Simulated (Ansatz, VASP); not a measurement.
**Hf: VASP beside Ansatz**

```xyz
3
Lattice="4.9939 0.0000 0.0000 -2.4969 4.3248 0.0000 0.0000 0.0000 3.0992" Properties=species:S:1:pos:R:3 pbc="T T T"
Hf    2.4969    1.4416    1.5496
Hf    0.0000    2.8832    1.5496
Hf    0.0000    0.0000    0.0000
```

Alike in both runs: functional PBE; k mesh 12 × 12 × 16; occupations gaussian, width 0.1 eV; no spin polarisation.

Ansatz relaxed the structure, and its values are those at the end. VASP's run is a single point on that final structure, the one shown.

```csv
,VASP,Ansatz
version,VASP 6.6.1,Ansatz 0.2.0
potentials or method,"VASP PAW PBE potentials, release 64 (Hf_pv), cutoff 520 eV","scalar-relativistic, plane waves, PAW"
valence electrons in the cell,30,78
```

Ansatz gave:

- gap on the k mesh at the Fermi level (eV): none
- pressure (GPa): 0.0

Question: Estimate VASP's values.

Answer: gap on the k mesh at the Fermi level (eV): none; pressure (GPa): -0.5.

A gap of «none» marks a metal or a gap that the smearing closes. With one functional, cell and mesh, what is left measures potentials, basis and numerics. VASP's potentials hold 30 valence electrons a cell and Ansatz's 78, so a difference there can come from the potentials and not from the codes.

Spin-orbit coupling is off throughout.
